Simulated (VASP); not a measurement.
Set up this calculation in VASP 6.6.1, as the native input.

```
Task                   : single point
Functional             : PBE
Dispersion             : D4
Potentials or basis    : VASP PAW PBE potentials, release 64 (Ba_sv)
Cutoff                 : 520 eV
k mesh                 : 7 × 7 × 7
Occupations            : tetrahedron
Spin                   : collinear spin, ferromagnetic start
Starting moments       : [0.56] μB
Dipole correction      : no
Further INCAR settings : ALGO = Normal; EDIFF = 1e-06; NBANDS = 15
```

The structure of Ba lies in POSCAR:

```
Ba
1.0
   -0.0665270000      3.2014630000      3.3327000000
    3.1210830000      0.0402870000      3.2258850000
    3.2281630000      3.2017280000     -0.0667930000
Ba
1
Direct
   -0.0013910000     -0.0140270000     -0.0008450000
```

One way to write it, as run:

INCAR

```
SYSTEM = Ba
  ALGO = Normal
  EDIFF = 1E-6
  ENCUT = 520
  GGA = PE
  ISIF = 2
  ISMEAR = -5
  ISPIN = 2
  IVDW = 13
  LASPH = .True.
  LCHARG = .False.
  LORBIT = 11
  LREAL = .False.
  LWAVE = .False.
  MAGMOM = 0.56
  NBANDS = 15
  NELM = 150
  PREC = Accurate
  SIGMA = 0.05
```

KPOINTS

```
k-points
0
Gamma
  7 7 7
  0 0 0
```

Potentials or basis: VASP PAW PBE potentials, release 64 (Ba_sv).

The run is started by

```sh
$ cat potpaw_PBE.64/Ba_sv/POTCAR > POTCAR
$ mpirun -np 1 vasp_std > vasp.out
```

Results of the run:

```
Pressure                                              : -0.6 GPa
Band gap on the k mesh                                : zero (filled and empty bands overlap)
Net moment                                            : 0.00 μB per cell
Valence electrons inside the program's atomic spheres : Ba 7.87
Dispersion energy per atom                            : -0.148 eV
```

Caveat: spin-orbit coupling is left out, which moves the levels of the heavy elements; pairwise dispersion overbinds metals, which lowers pressure and volume; tetrahedron occupations give inexact forces and stress in metals.

It took 110 s on 1 thread of Intel(R) Xeon(R) 6975P-C (Granite Rapids), with other jobs on the host, peak memory 0.42 GiB.
